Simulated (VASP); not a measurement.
# SrTiO3 in VASP: relaxation of the atoms with PBEsol

Aim: the relaxation of the atoms of SrTiO3 with PBEsol.

All numbers are computed with VASP 6.6.1; they aren't measurements. Logs are shortened: lines on timing, memory, paths and dates and some standing lists are left out, and cuts for length are marked.

## Step 1: The cell of the first run

The cell holds a slab with vacuum, 30 atoms: a = 5.487 Å, b = 5.487 Å, c = 24.761 Å, α = 90.00°, β = 90.00°, γ = 90.00°.

## Step 2: Relaxation of the atoms, PBEsol

The input, INCAR:

```
  ALGO = Normal
  DIPOL = 0.5 0.5 0.508
  EDIFF = 1E-7
  EDIFFG = -0.02
  ENCUT = 520
  GGA = PS
  IBRION = 2
  IDIPOL = 3
  ISIF = 2
  ISMEAR = 0
  LASPH = T
  LCHARG = F
  LDIPOL = T
  LREAL = Auto
  LUSENCCL = F
  LWAVE = F
  NELM = 100
  NSW = 80
  PREC = Accurate
  SIGMA = 0.05
```

The input, KPOINTS:

```
k-points
0
Gamma
  5 5 1
```

The input, POSCAR:

```
SrTiO3
1.0
    5.4870893870      0.0000000000      0.0000000000
    0.0000000000      5.4870893870      0.0000000000
    0.0000000000      0.0000000000     24.7607832423
Sr O Ti
6 18 6
Direct
    0.5000000000      0.0000000000      0.3028983343
    0.0000000000      0.5000000000      0.3028983343
    0.0000000000      0.5000000000      0.4605796669
    0.5000000000      0.0000000000      0.4605796669
    0.5000000000      0.0000000000      0.6182609994
    0.0000000000      0.5000000000      0.6182609994
    0.0000000000      0.0000000000      0.3028983343
    0.5000000000      0.5000000000      0.3028983343
    0.7746454728      0.7253545272      0.3817390006
    0.2746454728      0.7746454728      0.3817390006
    0.2253545272      0.2746454728      0.3817390006
    0.7253545272      0.2253545272      0.3817390006
    0.5000000000      0.5000000000      0.4605796669
    0.0000000000      0.0000000000      0.4605796669
    0.2746454728      0.2253545272      0.5394203331
    0.7746454728      0.2746454728      0.5394203331
    0.7253545272      0.7746454728      0.5394203331
    0.2253545272      0.7253545272      0.5394203331
    0.0000000000      0.0000000000      0.6182609994
    0.5000000000      0.5000000000      0.6182609994
    0.7746454728      0.7253545272      0.6971016657
    0.2746454728      0.7746454728      0.6971016657
    0.2253545272      0.2746454728      0.6971016657
    0.7253545272      0.2253545272      0.6971016657
    0.5000000000      0.5000000000      0.3817390006
    0.0000000000      0.0000000000      0.3817390006
    0.0000000000      0.0000000000      0.5394203331
    0.5000000000      0.5000000000      0.5394203331
    0.5000000000      0.5000000000      0.6971016657
    0.0000000000      0.0000000000      0.6971016657
```

Potentials or basis: VASP PAW PBE potentials, release 64 (Sr_sv, O, Ti_sv).

Run with:

```
$ cat potpaw_PBE.64/Sr_sv/POTCAR potpaw_PBE.64/O/POTCAR potpaw_PBE.64/Ti_sv/POTCAR > POTCAR
$ mpirun -np 1 vasp_std > vasp.out
```

OUTCAR:

```text
EDIFF = 1E-7
   EDIFFG = -0.02
   ENCUT = 520
   GGA = PS
   IBRION = 2
   ISIF = 2
   ISMEAR = 0
   LASPH = T
   LREAL = Auto
   NELM = 100
   NSW = 80
   PREC = Accurate

 ion  position               nearest neighbor table
   1  0.500  0.000  0.303-  10 2.62  12 2.62   7 2.74   8 2.74   8 2.74   7 2.74  11 2.89   9 2.89
                            25 3.37  25 3.37  26 3.37  26 3.37   2 3.88   2 3.88   2 3.88   2 3.88
   2  0.000  0.500  0.303-   9 2.62  11 2.62   7 2.74   8 2.74   7 2.74   8 2.74  10 2.89  12 2.89
                            25 3.37  26 3.37  26 3.37  25 3.37   1 3.88   1 3.88   1 3.88   1 3.88
   3  0.000  0.500  0.461-  16 2.62  18 2.62   9 2.62  11 2.62  13 2.74  14 2.74  14 2.74  13 2.74
                            17 2.89  15 2.89  10 2.89  12 2.89  27 3.37  27 3.37  28 3.37  28 3.37
   4  0.500  0.000  0.461-  15 2.62  17 2.62  10 2.62  12 2.62  13 2.74  14 2.74  13 2.74  14 2.74
                            16 2.89  18 2.89  11 2.89   9 2.89  27 3.37  28 3.37  28 3.37  27 3.37
   5  0.500  0.000  0.618-  15 2.62  17 2.62  22 2.62  24 2.62  19 2.74  20 2.74  20 2.74  19 2.74
                            23 2.89  18 2.89  21 2.89  16 2.89  29 3.37  30 3.37  27 3.37  28 3.37
   6  0.000  0.500  0.618-  16 2.62  18 2.62  21 2.62  23 2.62  19 2.74  20 2.74  19 2.74  20 2.74
                            15 2.89  24 2.89  17 2.89  22 2.89  29 3.37  30 3.37  27 3.37  27 3.37
   7  0.000  0.000  0.303-  26 1.95   2 2.74   1 2.74   2 2.74   1 2.74
   8  0.500  0.500  0.303-  25 1.95   2 2.74   1 2.74   1 2.74   2 2.74
   9  0.775  0.725  0.382-  25 1.95  26 1.95   2 2.62   3 2.62   1 2.89   4 2.89
  10  0.275  0.775  0.382-  25 1.95  26 1.95   1 2.62   4 2.62   3 2.89   2 2.89
  11  0.225  0.275  0.382-  25 1.95  26 1.95   2 2.62   3 2.62   1 2.89   4 2.89
  12  0.725  0.225  0.382-  25 1.95  26 1.95   1 2.62   4 2.62   3 2.89   2 2.89
  13  0.500  0.500  0.461-  28 1.95  25 1.95   3 2.74   4 2.74   4 2.74   3 2.74
  14  0.000  0.000  0.461-  27 1.95  26 1.95   3 2.74   4 2.74   3 2.74   4 2.74
  15  0.275  0.225  0.539-  27 1.95  28 1.95   4 2.62   5 2.62   3 2.89   6 2.89
  16  0.775  0.275  0.539-  27 1.95  28 1.95   3 2.62   6 2.62   4 2.89   5 2.89
  17  0.725  0.775  0.539-  27 1.95  28 1.95   4 2.62   5 2.62   3 2.89   6 2.89
  18  0.225  0.725  0.539-  27 1.95  28 1.95   3 2.62   6 2.62   4 2.89   5 2.89
  19  0.000  0.000  0.618-  27 1.95  30 1.95   5 2.74   6 2.74   6 2.74   5 2.74
  20  0.500  0.500  0.618-  28 1.95  29 1.95   5 2.74   6 2.74   5 2.74   6 2.74
  21  0.775  0.725  0.697-  29 1.95  30 1.95   6 2.62   5 2.89
  22  0.275  0.775  0.697-  29 1.95  30 1.95   5 2.62   6 2.89
  23  0.225  0.275  0.697-  29 1.95  30 1.95   6 2.62   5 2.89
  24  0.725  0.225  0.697-  29 1.95  30 1.95   5 2.62   6 2.89
  25  0.500  0.500  0.382-   9 1.95  10 1.95  11 1.95  12 1.95   8 1.95  13 1.95   3 3.37   4 3.37
                             1 3.37   2 3.37   1 3.37   4 3.37   2 3.37   3 3.37
  26  0.000  0.000  0.382-   9 1.95  10 1.95  11 1.95  12 1.95   7 1.95  14 1.95   3 3.37   4 3.37
                             1 3.37   2 3.37   2 3.37   3 3.37   1 3.37   4 3.37
  27  0.000  0.000  0.539-  15 1.95  16 1.95  17 1.95  18 1.95  14 1.95  19 1.95   3 3.37   4 3.37
                             3 3.37   4 3.37   5 3.37   6 3.37   6 3.37   5 3.37
  28  0.500  0.500  0.539-  15 1.95  16 1.95  17 1.95  18 1.95  13 1.95  20 1.95   3 3.37   4 3.37
                             4 3.37   3 3.37   5 3.37   5 3.37   6 3.37   6 3.37
  29  0.500  0.500  0.697-  21 1.95  22 1.95  23 1.95  24 1.95  20 1.95   6 3.37   5 3.37   5 3.37
                             6 3.37
  30  0.000  0.000  0.697-  21 1.95  22 1.95  23 1.95  24 1.95  19 1.95   6 3.37   5 3.37   6 3.37
                             5 3.37

  LATTYP: Found a simple tetragonal cell.
 ALAT       =     5.4870893870
 C/A-ratio  =     4.5125532857

  Lattice vectors:

 A1 = (   5.4870893870,   0.0000000000,   0.0000000000)
 A2 = (   0.0000000000,   5.4870893870,   0.0000000000)
 A3 = (   0.0000000000,   0.0000000000,  24.7607832423)

Analysis of symmetry for initial positions (statically):
=====================================================================
 Subroutine PRICEL returns:
 Original cell was already a primitive cell.

 Routine SETGRP: Setting up the symmetry group for a
 simple tetragonal supercell.

 Subroutine GETGRP returns: Found  8 space group operations
 (whereof  4 operations were pure point group operations)
 out of a pool of 16 trial point group operations.

The static configuration has the point symmetry     .
 The point group associated with its full space group is C_4v.

Analysis of symmetry for dynamics (positions and initial velocities):
=====================================================================
 Subroutine PRICEL returns:
 Original cell was already a primitive cell.

 Routine SETGRP: Setting up the symmetry group for a
 simple tetragonal supercell.

 Subroutine GETGRP returns: Found  8 space group operations
 (whereof  4 operations were pure point group operations)
 out of a pool of 16 trial point group operations.

The dynamic configuration has the point symmetry C_4v.
 The point group associated with its full space group is C_4v.

 Subroutine INISYM returns: Found  8 space group operations
[... 110 lines left out ...]
  0.000000  0.000000  0.000000      1.000000
  0.200000  0.000000  0.000000      4.000000
  0.400000  0.000000  0.000000      4.000000
  0.200000  0.200000  0.000000      4.000000
  0.400000  0.200000  0.000000      8.000000
  0.400000  0.400000  0.000000      4.000000
   k-points           NKPTS =      6   k-points in BZ     NKDIM =      6   number of bands    NBANDS=    144
   number of dos      NEDOS =    301   number of ions     NIONS =     30
   total plane-waves  NPLWV = 338688
   dimension x,y,z NGX =    42 NGY =   42 NGZ =  192
   dimension x,y,z NGXF=    84 NGYF=   84 NGZF=  384
   ions per type =               6  18   6
   NGX,Y,Z   is equivalent  to a cutoff of  12.73, 12.73, 12.89 a.u.
   NGXF,Y,Z  is equivalent  to a cutoff of  25.45, 25.45, 25.78 a.u.
 SYSTEM =  unknown system
   PREC   = accura    normal or accurate (medium, high low for compatibility)
   ISTART =      0    job   : 0-new  1-cont  2-samecut
   ICHARG =      2    charge: 1-file 2-atom 10-const
   ISPIN  =      1    spin polarized calculation?
   LNONCOLLINEAR =      F non collinear calculations
   LSORBIT =      F    spin-orbit coupling
   LASPH  =      T    aspherical Exc in radial PAW
   ENCUT  =  520.0 eV  38.22 Ry    6.18 a.u.  10.20 10.20 46.04*2*pi/ulx,y,z
   NELM   =    100;   NELMIN=  2; NELMDL= -5     # of ELM steps
   EDIFF  = 0.1E-06   stopping-criterion for ELM
   LREAL  =      T    real-space projection
   EDIFFG = -.2E-01   stopping-criterion for IOM
   NSW    =     80    number of steps for IOM
   IBRION =      2    ionic relax: 0-MD 1-quasi-New 2-CG
   NFREE  =      1    steps in history (QN), initial steepest desc. (CG)
   ISIF   =      2    stress and relaxation
   ISYM   =      2    0-nonsym 1-usesym 2-fastsym
   POTIM  = 0.5000    time-step for ionic-motion
   TEBEG  =    0.0;   TEEND  =   0.0 temperature during run
   PSTRESS=    0.0 pullay stress
   NELECT =     240.0000    total number of electrons
   NUPDOWN=      -1.0000    fix difference up-down
   EMIN   =  10.00;   EMAX   =-10.00  energy-range for DOS
   EFERMI =   0.00;   METHOD = LEGACY
   ISMEAR =     0;   SIGMA  =   0.05  broadening in eV -4-tet -1-fermi 0-gaus
   EFERMI_NEDOS =   21; number of points for ismear=-14 and -15
   IALGO  =     38    algorithm
   IMIX   =      4    mixing-type and parameters
     AMIX     =   0.40;   BMIX     =  1.00
     AMIX_MAG =   1.60;   BMIX_MAG =  1.00
  volume/ion in A,a.u.               =      24.85       167.70
  Fermi-wavevector in a.u.,A,eV,Ry     =   1.122008  2.120287 17.128386  1.258901
  Thomas-Fermi vector in A             =   2.258665
   LORBIT       =      0    0 simple, 1 ext, 2 COOP (PROOUT), +10 PAW based schemes
   GGA     = PS    functional components
   LHFCALC =     F    Hartree Fock is set to
   AEXX    =    0.0000 exact exchange contribution
   IVDW    =     0    specifies the selected vdW correction
   LEPSILON=     F    determine dielectric tensor
   LRPA    =     F    only Hartree local field effects (RPA)
 conjugate gradient relaxation of ions
 non-spin polarized calculation
 Gauss-broadening in eV      SIGMA  =   0.05
  energy-cutoff  :      520.00
  volume of cell :      745.50
 maximum number of plane-waves:     20113
 NGX is ok and might be reduce to    42
   NGX = 21   NGY = 21   NGZ = 93

 dipolmoment           0.000000      0.000000     -0.036347 electrons x Angstroem

--------------------------------------- Ionic step        1  -------------------------------------------

 number of electron     239.9999998 magnetization

 Free energy of the ion-electron system (eV)
  ---------------------------------------------------
  ext. energy  EPLUGINS =         0.00000000
  ---------------------------------------------------
  free energy    TOTEN  =      -247.09711892 eV

  energy without entropy =     -247.09711892  energy(sigma->0) =     -247.09711892

------------------------ aborting loop because EDIFF is reached ----------------------------------------

  FORCE on cell =-STRESS in cart. coord.  units (eV):
  Direction    XX          YY          ZZ          XY          YZ          ZX
  --------------------------------------------------------------------------------------
  -------------------------------------------------------------------------------------
  Total      -11.1472526    -11.1472526     -6.4276671      0.0000000      0.0000000      0.0000000
  in kB      -23.9568646    -23.9568646    -13.8138745      0.0000000      0.0000000      0.0000000
  external PRESSURE =     -20.5758679 kB  Pullay stress =       0.0000000 kB
[... 173 lines left out ...]
  FREE ENERGIE OF THE ION-ELECTRON SYSTEM (eV)
  ---------------------------------------------------
  free  energy   TOTEN  =      -247.4936794965 eV

  energy  without entropy=     -247.4928520867  energy(sigma->0) =     -247.49326579

[... ionic steps 4 to 19 ...]

--------------------------------------- Ionic step       20  -------------------------------------------

 number of electron     240.0000003 magnetization

------------------------ aborting loop because EDIFF is reached ----------------------------------------
[... 123 lines left out ...]
--------------------------------------- Ionic step       22  -------------------------------------------

 number of electron     240.0000004 magnetization

 dipolmoment           0.000000      0.000000      0.459632 electrons x Angstroem

 Free energy of the ion-electron system (eV)
  ---------------------------------------------------
  ext. energy  EPLUGINS =         0.00000000
  ---------------------------------------------------
  free energy    TOTEN  =      -247.84177795 eV

  energy without entropy =     -247.84177795  energy(sigma->0) =     -247.84177795

 E-fermi :   0.6002     XC(G=0):  -6.0340

 val. band max:        0.2813687406   @ k =   0.0000   0.0000   0.0000
 cond. band min:       0.9598582345   @ k =   0.0000   0.0000   0.0000
 fundamental gap:      0.6784894940
 Fermi energy:         0.6002498411

 k-point     1 :       0.0000    0.0000    0.0000
  band No.  band energies     occupation
      1     -56.9973      2.00000
      2     -56.9937      2.00000
      3     -56.8295      2.00000
      4     -56.8260      2.00000
      5     -56.4699      2.00000
      6     -56.4665      2.00000
[... 799 lines left out ...]
    131       3.0305      0.00000
    132       3.1573      0.00000
 [bands above 132 left out]

------------------------ aborting loop because EDIFF is reached ----------------------------------------

 vacuum level on the upper side and lower side of the slab       (xc-potential included)         1.238        -1.481

  FORCE on cell =-STRESS in cart. coord.  units (eV):
  Direction    XX          YY          ZZ          XY          YZ          ZX
  --------------------------------------------------------------------------------------
  -------------------------------------------------------------------------------------
  Total       -5.5163302     -5.5163302     -0.5237730      0.0000000      0.0000000      0.0000000
  in kB      -11.8552957    -11.8552957     -1.1256548      0.0000000      0.0000000      0.0000000
  external PRESSURE =      -8.2787487 kB  Pullay stress =       0.0000000 kB
[... 45 lines left out ...]
  FREE ENERGIE OF THE ION-ELECTRON SYSTEM (eV)
  ---------------------------------------------------
  free  energy   TOTEN  =      -247.8417779507 eV

  energy  without entropy=     -247.8417779507  energy(sigma->0) =     -247.84177795

 reached required accuracy - stopping structural energy minimisation

 vacuum level on the upper side and lower side of the slab         5.496         2.721
```

Wall time 46 min (1 × NVIDIA H100 80GB with 1 thread of AMD EPYC 7R13 (Zen 3), shared host); peak memory 1.9 GiB.

What came out:

```
Free energy                  : -247.8418 eV
Energy gained by relaxing    : 24.8 meV/atom
Ionic steps                  : 22
Largest force after relaxing : 0.012 eV/Å
Band gap on the k mesh       : 0.68 eV
```

Forces on the atoms (eV/Å):
```
Sr   0.000  0.000  0.000
Sr   0.000  0.000  0.000
Sr   0.000  0.000  0.004
Sr   0.000  0.000  0.004
Sr   0.000  0.000  0.000
Sr   0.000  0.000  0.000
O    0.000  0.000 -0.002
O    0.000  0.000 -0.002
O   -0.008  0.008  0.003
O   -0.008 -0.008  0.003
O    0.008 -0.008  0.003
O    0.008  0.008  0.003
O    0.000  0.000 -0.001
O    0.000  0.000 -0.001
O   -0.009  0.009 -0.002
O   -0.009 -0.009 -0.002
O    0.009 -0.009 -0.002
O    0.009  0.009 -0.002
O    0.000  0.000  0.003
O    0.000  0.000  0.003
O    0.002 -0.002 -0.001
O    0.002  0.002 -0.001
O   -0.002  0.002 -0.001
O   -0.002 -0.002 -0.001
Ti   0.000  0.000  0.003
Ti   0.000  0.000  0.003
Ti   0.000  0.000 -0.010
Ti   0.000  0.000 -0.010
Ti   0.000  0.000  0.003
Ti   0.000  0.000  0.003
```

Step by step:
```tsv
step	energy change (eV)	largest force (eV/Å)	pressure (GPa)
1	0.0000	2.0235	-2.06
2	-0.3889	1.5278	-1.51
3	-0.3966	1.2196	-1.59
4	-0.6010	0.6863	-1.41
5	-0.6022	0.7550	-1.38
6	-0.6701	0.2546	-1.13
7	-0.6704	0.3334	-1.11
8	-0.6895	0.3166	-0.97
9	-0.6895	0.3067	-0.97
10	-0.7052	0.1693	-0.90
11	-0.7126	0.2494	-0.76
12	-0.7213	0.1786	-0.78
13	-0.7236	0.2002	-0.79
14	-0.7366	0.1058	-0.80
15	-0.7408	0.1655	-0.80
16	-0.7428	0.1099	-0.85
17	-0.7430	0.0686	-0.84
18	-0.7440	0.0357	-0.84
19	-0.7443	0.0372	-0.83
20	-0.7446	0.0332	-0.83
21	-0.7446	0.0272	-0.83
22	-0.7447	0.0124	-0.83
```

Final structure:
```yaml
crystal:
  lattice:
    - [5.48709, 0.00000, 0.00000]
    - [0.00000, 5.48709, 0.00000]
    - [0.00000, 0.00000, 24.76078]
  atoms:
    - { symbol: Sr, position: [0.50000, 0.00000, 0.30958] }
    - { symbol: Sr, position: [0.00000, 0.50000, 0.30958] }
    - { symbol: Sr, position: [0.00000, 0.50000, 0.46275] }
    - { symbol: Sr, position: [0.50000, 0.00000, 0.46275] }
    - { symbol: Sr, position: [0.50000, 0.00000, 0.62411] }
    - { symbol: Sr, position: [0.00000, 0.50000, 0.62411] }
    - { symbol: O, position: [0.00000, 0.00000, 0.30160] }
    - { symbol: O, position: [0.50000, 0.50000, 0.30160] }
    - { symbol: O, position: [0.77286, 0.72714, 0.38065] }
    - { symbol: O, position: [0.27286, 0.77286, 0.38065] }
    - { symbol: O, position: [0.22714, 0.27286, 0.38065] }
    - { symbol: O, position: [0.72714, 0.22714, 0.38065] }
    - { symbol: O, position: [0.50000, 0.50000, 0.46016] }
    - { symbol: O, position: [0.00000, 0.00000, 0.46016] }
    - { symbol: O, position: [0.27383, 0.22617, 0.53914] }
    - { symbol: O, position: [0.77383, 0.27383, 0.53914] }
    - { symbol: O, position: [0.72617, 0.77383, 0.53914] }
    - { symbol: O, position: [0.22617, 0.72617, 0.53914] }
    - { symbol: O, position: [0.00000, 0.00000, 0.61835] }
    - { symbol: O, position: [0.50000, 0.50000, 0.61835] }
    - { symbol: O, position: [0.75159, 0.74841, 0.69643] }
    - { symbol: O, position: [0.25159, 0.75159, 0.69643] }
    - { symbol: O, position: [0.24841, 0.25159, 0.69643] }
    - { symbol: O, position: [0.74841, 0.24841, 0.69643] }
    - { symbol: Ti, position: [0.50000, 0.50000, 0.37870] }
    - { symbol: Ti, position: [0.00000, 0.00000, 0.37870] }
    - { symbol: Ti, position: [0.00000, 0.00000, 0.53795] }
    - { symbol: Ti, position: [0.50000, 0.50000, 0.53795] }
    - { symbol: Ti, position: [0.50000, 0.50000, 0.69264] }
    - { symbol: Ti, position: [0.00000, 0.00000, 0.69264] }
```

Levels at points of the mesh, in eV from the valence-band top:
```csv
k point,band 118,band 119,band 120,band 121,band 122,band 123
"(0.00, 0.00, 0.00)",-0.74,-0.74,0.00,0.68,1.06,1.23
```

Caveat: the PAW data sets were made with another functional, which shifts forces and pressure a little.
